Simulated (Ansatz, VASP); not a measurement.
# Two plane-wave programs on NbIn2Se3

INCAR

```
  ALGO = Normal
  EDIFF = 1E-7
  EDIFFG = -0.08
  ENCUT = 500
  GGA = PE
  GGA_COMPAT = F
  IBRION = 2
  ISIF = 3
  ISMEAR = 0
  LASPH = T
  LCHARG = F
  LREAL = F
  LWAVE = F
  NELM = 120
  NELMIN = 4
  NSW = 36
  PREC = Accurate
  SIGMA = 0.15
```

The input KPOINTS:

```
k-points
0
Gamma
  3 3 2
```

POSCAR

```
NbIn2Se3
1.0
    4.8179307300      0.0000000000      0.0000000000
    0.0000000000      4.8179307300      0.0000000000
    0.0000000000      0.0000000000      7.6789161900
Nb In Se
1 2 3
Direct
    0.0000000000      0.0000000000      0.0000000000
    0.0000000000      0.0000000000      0.6486861200
    0.0000000000      0.0000000000      0.3513138800
    0.5000000000      0.5000000000      0.0000000000
    0.5000000000      0.5000000000      0.2860084100
    0.5000000000      0.5000000000      0.7139915900
```

Input for Ansatz:

```yaml
crystal:
  lattice:
    - [4.81793073, 0.0, 0.0]
    - [0.0, 4.81793073, 0.0]
    - [0.0, 0.0, 7.67891619]
  atoms:
    - { symbol: Nb, position: [0.0, 0.0, 0.0] }
    - { symbol: In, position: [0.0, 0.0, 0.64868612] }
    - { symbol: In, position: [0.0, 0.0, 0.35131388] }
    - { symbol: Se, position: [0.5, 0.5, 0.0] }
    - { symbol: Se, position: [0.5, 0.5, 0.28600841] }
    - { symbol: Se, position: [0.5, 0.5, 0.71399159] }
basis:
  ecutwfc: 420
kpoints:
  mp_grid: { grid: [3, 3, 2] }
hamiltonian:
  xc: pbe
scf:
  occupations: { method: gaussian, width: 0.15 }
  lower_state_search: "off"
output:
  forces: true
  stress: true
  eigenvalues: true
relax:
  adjacent_minimum: "off"
  f_tol: 0.08
  max_steps: 16
  cell: { stress_tol: 0.8 }
```

Alike in both runs: task relaxation of cell and atoms; functional PBE; k mesh 3 × 3 × 2; occupations gaussian, width 0.15 eV; no spin polarisation.

|  | VASP | Ansatz |
| --- | --- | --- |
| version | VASP 6.6.1 | Ansatz 0.2.0 |
| potentials or method | VASP PAW PBE potentials, release 64 (Nb_sv, In_d, Se), cutoff 500 eV | scalar-relativistic, plane waves, PAW |
| valence electrons in the cell | 57 | 87 |

```csv
,VASP,Ansatz,Ansatz less VASP
"gap on the k mesh at the Fermi level, each at its own relaxed structure (eV)",none,none,-
relaxed volume (Å³/atom),26.30,23.98,-2.324
relaxed length of the cell vector where the two differ most in proportion (Å),11.702,9.360,-2.3414
```

A gap of «none» marks a metal or a gap that the smearing closes. One of these differences is far larger than is usual between the two programs; its cause wasn't traced. VASP's potentials hold 57 valence electrons a cell and Ansatz's 87, so a difference there can come from the potentials and not from the codes.

The k mesh is coarse, so the values compare programs but aren't converged.
